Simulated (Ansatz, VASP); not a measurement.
## Two plane-wave programs on SnO2

INCAR

```
SYSTEM = SnO2
ALGO = Normal
EDIFF = 1E-6
ENCUT = 520
GGA = PE
ISIF = 2
ISMEAR = 0
LASPH = .True.
LCHARG = .False.
LREAL = .False.
LWAVE = .False.
NBANDS = 64
NELM = 80
PREC = Accurate
SIGMA = 0.05
```

The input KPOINTS:

```
k-points
0
Gamma
  6 6 6
  0 0 0
```

File POSCAR:

```
SnO2
1.0
    4.8435291790      0.0000000000      0.0000000000
    0.0000000000      6.3799645823      0.0000000000
    0.0000000000      0.0000000000      5.3643920414
Sn O
4 8
Direct
    0.5000000000      0.6651654903      0.7500000000
    0.0000000000      0.8348345097      0.2500000000
    0.5000000000      0.3348345097      0.2500000000
    0.0000000000      0.1651654903      0.7500000000
    0.7301204269      0.6070551965      0.0781681516
    0.2301204269      0.8929448035      0.9218318484
    0.7698795731      0.8929448035      0.5781681516
    0.2698795731      0.6070551965      0.4218318484
    0.7301204269      0.3929448035      0.5781681516
    0.2301204269      0.1070551965      0.4218318484
    0.7698795731      0.1070551965      0.0781681516
    0.2698795731      0.3929448035      0.9218318484
```

Input for Ansatz:

```yaml
crystal:
  lattice:
    - [4.843529179, 0.0, 0.0]
    - [0.0, 6.3799645823, 0.0]
    - [0.0, 0.0, 5.3643920414]
  atoms:
    - { symbol: Sn, position: [0.5, 0.6651654903, 0.75] }
    - { symbol: Sn, position: [0.0, 0.8348345097, 0.25] }
    - { symbol: Sn, position: [0.5, 0.3348345097, 0.25] }
    - { symbol: Sn, position: [0.0, 0.1651654903, 0.75] }
    - { symbol: O, position: [0.7301204269, 0.6070551965, 0.0781681516] }
    - { symbol: O, position: [0.2301204269, 0.8929448035, 0.9218318484] }
    - { symbol: O, position: [0.7698795731, 0.8929448035, 0.5781681516] }
    - { symbol: O, position: [0.2698795731, 0.6070551965, 0.4218318484] }
    - { symbol: O, position: [0.7301204269, 0.3929448035, 0.5781681516] }
    - { symbol: O, position: [0.2301204269, 0.1070551965, 0.4218318484] }
    - { symbol: O, position: [0.7698795731, 0.1070551965, 0.0781681516] }
    - { symbol: O, position: [0.2698795731, 0.3929448035, 0.9218318484] }
basis:
  ecutwfc: 520.0
kpoints:
  mp_grid: { grid: [6, 6, 6] }
hamiltonian:
  xc: pbe
  pseudopotentials: { kind: paw, azcp: { folder: soft_1 } }
scf:
  occupations: { method: gaussian, width: 0.05 }
output:
  forces: true
  stress: true
  eigenvalues: true
```

Change from the starting cell: volume 13.814 Å^3 an atom, stretch along b over the lengths across it, relative to the relaxed cell 1.0835.

Alike in both runs: task single point; functional PBE; k mesh 6 × 6 × 6; occupations gaussian, width 0.05 eV; no spin polarisation.

|  | VASP | Ansatz |
| --- | --- | --- |
| version | VASP 6.6.1 | Ansatz 0.2.0 |
| potentials or method | VASP PAW PBE potentials, release 64 (Sn_d, O), cutoff 520 eV | scalar-relativistic, plane waves, PAW |
| valence electrons in the cell | 104 | 104 |

Ansatz gave:

- gap on the k mesh at the Fermi level (eV): none
- pressure (GPa): -14.8
- traceless stress, the component that is largest in VASP (GPa): -5.42
- rms of the force components (eV/Å): 0.146

Task: What did VASP give for the same quantities?

Result: gap on the k mesh at the Fermi level (eV): none; pressure (GPa): -14.5; traceless stress, the component that is largest in VASP (GPa): -5.50; rms of the force components (eV/Å): 0.140.

Atom by atom the forces differ by 0.010 eV/Å (rms over components). A gap of «none» marks a metal or a gap that the smearing closes. With one functional, cell and mesh, what is left measures potentials, basis and numerics.
